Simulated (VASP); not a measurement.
The system is Ag.

```
CELL_PARAMETERS angstrom
0.00000 2.04500 2.04500
2.04500 0.00000 2.04500
2.04500 2.04500 0.00000
ATOMIC_POSITIONS crystal
Ag 0.00000 0.00000 0.00000
```

* Program: VASP 6.6.1
* Task: relaxation of cell and atoms
* Functional: PBEsol
* Potentials or basis: VASP PAW PBE potentials, release 64 (Ag)
* Cutoff: 600 eV
* k mesh: 34 × 34 × 34
* Occupations: gaussian, width 0.1 eV
* Spin: no spin polarisation

At the start: pressure -3.0 GPa; volume 17.10 Å³/atom.

Problem. How do energy, volume and symmetry change on relaxing?

Solution. Over 14 steps the energy falls by 5.0 meV/atom and the volume is 16.62 Å³/atom (-2.8 %); space group Fm-3m (No. 225, to 0.05 Å).

The path:
```
step  energy change (eV)  largest force (eV/Å)  pressure (GPa)  volume (Å³)
   1              0.0000                0.0000           -3.05        17.10
   2             -0.0028                0.0000            2.48        16.31
   3             -0.0050                0.0000            0.36        16.61
   4             -0.0049                0.0000           -0.31        16.66
   5             -0.0050                0.0000           -0.20        16.64
   6             -0.0050                0.0000           -0.08        16.62
   7             -0.0050                0.0000           -0.05        16.62
   8             -0.0050                0.0000           -0.05        16.62
   9             -0.0050                0.0000           -0.04        16.62
  10             -0.0050                0.0000           -0.05        16.62
  11             -0.0050                0.0000           -0.05        16.62
  12             -0.0050                0.0000           -0.04        16.62
  13             -0.0050                0.0000           -0.04        16.62
  14             -0.0050                0.0000           -0.01        16.62
```

Final structure:
```
Ag
1.0
     0.00000    2.02549    2.02549
     2.02549    0.00000    2.02549
     2.02549    2.02549    0.00000
Ag
1
Direct
  0.00000 0.00000 0.00000
```

Caveat: the PAW data sets were made with another functional, which shifts forces and pressure a little.
